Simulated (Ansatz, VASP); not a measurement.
Two plane-wave programs on Ag

```
CELL_PARAMETERS angstrom
2.87412 0.00023 0.00007
-1.43684 2.48765 -0.00016
0.00001 -0.00005 4.67744
ATOMIC_POSITIONS crystal
Ag 0.33318 0.66650 0.25000
Ag 0.66682 0.33350 0.75000
```

Change from the starting cell: all atoms moved at random, sigma 0.25 Å a component, cell strained at random, sigma 0.01; relaxed back.

Alike in both runs: functional PBEsol; k mesh 12 × 12 × 8; occupations gaussian, width 0.15 eV; no spin polarisation.

Ansatz relaxed the structure, and its values are those at the end. VASP's run is a single point on that final structure, the one shown.

|  | VASP | Ansatz |
| --- | --- | --- |
| version | VASP 6.6.1 | Ansatz 0.2.0 |
| potentials or method | VASP PAW PBE potentials, release 64 (Ag), cutoff 520 eV | scalar-relativistic, plane waves, PAW |
| valence electrons in the cell | 22 | 38 |

Ansatz gave:

- gap on the k mesh at the Fermi level (eV): none
- pressure (GPa): 0.0

Estimate VASP's values.

gap on the k mesh at the Fermi level (eV): none; pressure (GPa): -0.2.

VASP's potentials were made for PBE, not for PBEsol. A gap of «none» marks a metal or a gap that the smearing closes. VASP's potentials hold 22 valence electrons a cell and Ansatz's 38, so a difference there can come from the potentials and not from the codes.
